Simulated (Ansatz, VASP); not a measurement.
**One calculation of SnSe, two programs**

```
CELL_PARAMETERS angstrom
0.00000 3.04961 3.04961
3.04961 0.00000 3.04961
3.04961 3.04961 0.00000
ATOMIC_POSITIONS crystal
Sn 0.00000 0.00000 0.00000
Se 0.50000 0.50000 0.50000
```

Change from the starting cell: volume scaled by 1.04, crystal datasets.

Alike in both runs: task electric field gradients; functional LDA; k mesh 9 × 9 × 9; occupations fermi-dirac, width 0.02 eV; no spin polarisation.

```csv
,VASP,Ansatz
version,VASP 6.6.1,Ansatz 0.2.0
potentials or method,"VASP PAW LDA potentials, release 64 (Sn_d, Se), cutoff 520 eV","all-electron PAW with datasets made for the crystal, scalar-relativistic"
```

|  | VASP | Ansatz | Ansatz less VASP |
| --- | --- | --- | --- |
| pressure (GPa) | -4.8 | -4.9 | -0.05 |

LDA's correlation is that of Perdew and Zunger in VASP and of Perdew and Wang (1992) in Ansatz. Ansatz ran all-electron here, and VASP with PAW potentials.
